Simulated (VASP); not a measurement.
**C: single point with PBE**

System: C, a slab with vacuum.

```xyz
11
Lattice="4.2718 0.0000 0.0000 -2.1359 8.6111 0.0000 0.0000 0.0000 20.2788" Properties=species:S:1:pos:R:3 pbc="T T T"
C    -1.4239    8.4345    4.0000
C     1.4239    8.4345    4.0000
C     0.7120    8.2579    5.2205
C    -0.7120    8.2579    5.2205
C    -1.4327    8.0805    6.4391
C     1.4327    8.0805    6.4391
C     0.6980    7.9021    7.6634
C    -0.6980    7.9021    7.6634
C    -1.5150    7.7396    8.7788
C     1.5150    7.7396    8.7788
C    -2.5830   12.0451    7.6734
```

```yaml
Program: VASP 6.6.1
Task: single point
Functional: PBE
Potentials_or_basis: VASP PAW PBE potentials, release 64 (C)
Cutoff: 520 eV
k_mesh: 7 × 3 × 1
Occupations: gaussian, width 0.1 eV
Spin: no spin polarisation
```

The largest force is 6.898 eV/Å and the band gap on the k mesh is zero (bands 22 and 23 overlap by 0.02 eV).

Forces on the atoms (eV/Å):
```
C   -6.801 -0.163  1.140
C    6.801 -0.163  1.139
C   -0.412  0.168 -1.174
C    0.411  0.168 -1.172
C    0.001  0.005 -0.002
C    0.002  0.009 -0.002
C   -0.017 -0.003  0.015
C    0.015 -0.009  0.010
C    0.063 -0.006  0.024
C   -0.062 -0.002  0.024
C    0.001 -0.004 -0.002
```

Levels at points of the mesh, in eV from the Fermi level:
| k point | band 18 | band 19 | band 20 | band 21 | band 22 | band 23 | band 24 | band 25 | band 26 | band 27 |
| --- | --- | --- | --- | --- | --- | --- | --- | --- | --- | --- |
| (0.00, 0.00, 0.00) | -1.81 | -1.19 | -0.95 | -0.01 | 0.00 | 0.41 | 0.55 | 1.09 | 1.24 | 1.99 |

Run time: 7 min on 1 thread of Intel(R) Xeon(R) 6975P-C (Granite Rapids), with other jobs on the host, peak memory 0.75 GiB.
